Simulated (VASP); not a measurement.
# BAs (zincblende type) (F-43m) in VASP: further runs, part 2 of 2

VASP 6.6.1.

## (3) Single point, PBE (volume scaled by 0.64)

Input file INCAR:

```
SYSTEM = BAs
ALGO = Normal
EDIFF = 1E-7
ENCUT = 520
GGA = PE
ISIF = 2
ISMEAR = -1
LASPH = .TRUE.
LCHARG = .FALSE.
LREAL = .FALSE.
LWAVE = .FALSE.
NBANDS = 11
NELM = 80
PREC = Accurate
SIGMA = 0.08
```

Input file KPOINTS:

```
k-points
0
G
  14 14 14
  0 0 0
```

Input file POSCAR:

```
BAs
1.0
    0.0000000000      2.0722728826      2.0722728826
    2.0722728826      0.0000000000      2.0722728826
    2.0722728826      2.0722728826      0.0000000000
B As
1 1
Direct
    0.0000000000      0.0000000000      0.0000000000
    0.2500000000      0.2500000000      0.2500000000
```

Potentials or basis: VASP PAW PBE potentials, release 64 (B, As).

On the command line:

```console
$ cat potpaw_PBE.64/B/POTCAR potpaw_PBE.64/As/POTCAR > POTCAR
$ mpirun -np 1 vasp_std > vasp.out
```

Wall time 44 s (1 thread of AMD EPYC 7R13, shared host); peak memory 0.12 GiB.

The run converged. Its results:

- Free energy: -8.2197 eV
- Pressure: 146.7 GPa
- Band gap on the k mesh: 0.68 eV, indirect (least direct gap 4.05 eV)

Levels at points of the mesh, in eV from the valence-band top:
```tsv
k point	band 2	band 3	band 4	band 5	band 6	band 7
(0.00, 0.00, 0.00)	0.00	0.00	0.00	4.06	4.06	4.06
(0.50, 0.00, 0.00)	-12.59	-2.61	-2.61	5.21	5.21	5.72
(0.50, 0.50, 0.00)	-11.35	-6.16	-6.16	0.73	1.03	15.91
```

 A k mesh can miss the band edges.

## (4) Single point, PBE (volume scaled by 0.72)

Input file INCAR:

```
  PREC = Accurate
  ENCUT = 520
  EDIFF = 1E-6
  ISMEAR = -1
  SIGMA = 0.08
  LREAL = F
  LASPH = T
  NELM = 100
  ALGO = Normal
  ISIF = 2
  LWAVE = F
  LCHARG = F
  GGA = PE
  NBANDS = 11
```

Input file KPOINTS:

```
Automatic mesh
0
Gamma
  14 14 14
```

Input file POSCAR:

```
BAs
1.0
    0.0000000000      2.1552506501      2.1552506501
    2.1552506501      0.0000000000      2.1552506501
    2.1552506501      2.1552506501      0.0000000000
B As
1 1
Direct
    0.0000000000      0.0000000000      0.0000000000
    0.2500000000      0.2500000000      0.2500000000
```

Potentials or basis: VASP PAW PBE potentials, release 64 (B, As).

On the command line:

```console
$ cat potpaw_PBE.64/B/POTCAR potpaw_PBE.64/As/POTCAR > POTCAR
$ mpirun -np 1 vasp_std > vasp.out
```

OUTCAR:

```text
PREC = Accurate
   ENCUT = 520
   EDIFF = 1E-6
   ISMEAR = -1
   LREAL = F
   LASPH = T
   NELM = 100
   ISIF = 2
   GGA = PE

 ion  position               nearest neighbor table
   1  0.000  0.000  0.000-   2 1.87   2 1.87   2 1.87   2 1.87
   2  0.250  0.250  0.250-   1 1.87   1 1.87   1 1.87   1 1.87

  LATTYP: Found a face centered cubic cell.
 ALAT       =     4.3105013002

  Lattice vectors:

[... 509 lines left out ...]
      2       4.4238      2.00000
      3       7.0026      2.00000
      4       7.5715      2.00000
      5      13.0629      0.00000
      6      16.5719      0.00000
      7      17.4168      0.00000
      8      17.6087      0.00000
      9      22.6777      0.00000
     10      24.7084      0.00000
     11      25.4553      0.00000

 [... further k-points ...]
[... 5 lines left out ...]
  --------------------------------------------------------------------------------------
  -------------------------------------------------------------------------------------
  Total       10.7548139     10.7548139     10.7548139      0.0000000      0.0000000     -0.0000000
  in kB      860.5777869    860.5777869    860.5777869      0.0000000      0.0000000     -0.0000000
  external PRESSURE =     860.5777869 kB  Pullay stress =       0.0000000 kB

 VOLUME and BASIS-vectors are now :
 -----------------------------------------------------------------------------
  energy-cutoff  :      520.00
  volume of cell :       20.02
      direct lattice vectors                 reciprocal lattice vectors
     0.000000000  2.155250650  2.155250650    -0.231991578  0.231991578  0.231991578
     2.155250650  0.000000000  2.155250650     0.231991578 -0.231991578  0.231991578
     2.155250650  2.155250650  0.000000000     0.231991578  0.231991578 -0.231991578

 POSITION                                       TOTAL-FORCE (eV/Angst)
 -----------------------------------------------------------------------------------
      0.00000      0.00000      0.00000        -0.000000     -0.000000      0.000000
      1.07763      1.07763      1.07763         0.000000      0.000000     -0.000000
 -----------------------------------------------------------------------------------
    total drift:                               -0.000000     -0.000000     -0.000000

  FREE ENERGIE OF THE ION-ELECTRON SYSTEM (eV)
  ---------------------------------------------------
  free  energy   TOTEN  =        -9.8032992634 eV

  energy  without entropy=       -9.8032632848  energy(sigma->0) =       -9.80328127
```

OSZICAR:

```text
N       E                     dE             d eps       ncg     rms          rms(c)
DAV:   1     0.152522842407E+02    0.15252E+02   -0.40646E+03  2288   0.669E+02
DAV:   2    -0.105821011228E+02   -0.25834E+02   -0.24379E+02  2982   0.116E+02
DAV:   3    -0.112343418315E+02   -0.65224E+00   -0.65071E+00  2795   0.167E+01
DAV:   4    -0.112354407165E+02   -0.10989E-02   -0.10988E-02  2617   0.771E-01
DAV:   5    -0.112354416981E+02   -0.98159E-06   -0.98232E-06  2762   0.240E-02    0.757E+00
DAV:   6    -0.998868989954E+01    0.12468E+01   -0.25743E+00  2507   0.778E+00    0.373E+00
DAV:   7    -0.981357335325E+01    0.17512E+00   -0.55418E-01  2706   0.373E+00    0.130E+00
DAV:   8    -0.980287546449E+01    0.10698E-01   -0.24695E-02  2537   0.103E+00    0.134E-01
DAV:   9    -0.980318192942E+01   -0.30646E-03   -0.56879E-04  2784   0.163E-01    0.842E-02
DAV:  10    -0.980329789232E+01   -0.11596E-03   -0.15595E-04  2498   0.792E-02    0.187E-02
DAV:  11    -0.980330031539E+01   -0.24231E-05   -0.28079E-06  2754   0.122E-02    0.172E-02
DAV:  12    -0.980329921426E+01    0.11011E-05   -0.13165E-06  2400   0.650E-03    0.479E-03
DAV:  13    -0.980329926339E+01   -0.49132E-07   -0.54668E-08  1291   0.150E-03
   1 F= -.98032993E+01 E0= -.98032813E+01  d E =-.359786E-04
```

stdout:

```text
POSCAR found type information on POSCAR B As
 POSCAR found :  2 types and       2 ions
 scaLAPACK will be used
 LDA part: xc-table for (Slater+PW92), standard interpolation
 POSCAR, INCAR and KPOINTS ok, starting setup
 FFT: planning ... GRIDC
 FFT: planning ... GRID_SOFT
 FFT: planning ... GRID
 WAVECAR not read
 entering main loop
```

Run time: 46 s. Hardware: 1 thread of AMD EPYC 7R13, shared host; peak memory 0.12 GiB.

What came out:

- Free energy: -9.8033 eV
- Pressure: 86.1 GPa
- Band gap on the k mesh: 0.82 eV, indirect (least direct gap 3.78 eV)

 A k mesh can miss the band edges.

## (5) Single point, PBE (volume scaled by 0.72)

Input file INCAR:

```
SYSTEM = BAs
ALGO     = Normal         ! electronic algorithm
EDIFF    = 1E-6           ! SCF threshold, eV
ENCUT    = 520            ! plane-wave cutoff, eV
GGA      = PE             ! functional
ISIF     = 2              ! what is computed and relaxed
ISMEAR   = -1             ! smearing method
LASPH    = .True.         ! aspherical terms in the spheres
LCHARG   = .False.        ! write CHGCAR
LREAL    = .False.        ! projectors in reciprocal space
LWAVE    = .False.        ! write WAVECAR
NBANDS   = 11             ! bands
NELM     = 80             ! most SCF steps
PREC     = Accurate       ! precision mode
SIGMA    = 0.08           ! smearing width, eV
```

Input file KPOINTS:

```
k-points
0
Gamma
  14 14 14
  0 0 0
```

POSCAR is that of step 4.

On the command line:

```console
$ cat potpaw_PBE.64/B/POTCAR potpaw_PBE.64/As/POTCAR > POTCAR
$ mpirun -np 1 vasp_std > vasp.out
```

Run time: 45 s. Hardware: 1 thread of AMD EPYC 7R13, shared host; peak memory 0.12 GiB.

The run converged. Its results:

* Free energy: -9.8033 eV
* Pressure: 86.1 GPa
* Band gap on the k mesh: 0.82 eV, indirect (least direct gap 3.78 eV)

Levels at points of the mesh, in eV from the valence-band top:
| k point | band 1 | band 2 | band 3 | band 4 | band 5 | band 6 | band 7 | band 8 | band 9 |
| --- | --- | --- | --- | --- | --- | --- | --- | --- | --- |
| (0.00, 0.00, 0.00) | -18.61 | 0.00 | 0.00 | 0.00 | 3.78 | 3.78 | 3.78 | 8.68 | 11.61 |
| (0.50, 0.00, 0.00) | -14.45 | -11.41 | -2.38 | -2.38 | 4.77 | 5.10 | 5.10 | 9.25 | 15.39 |
| (0.50, 0.50, 0.00) | -12.65 | -10.48 | -5.52 | -5.52 | 0.94 | 1.13 | 14.56 | 14.56 | 16.00 |
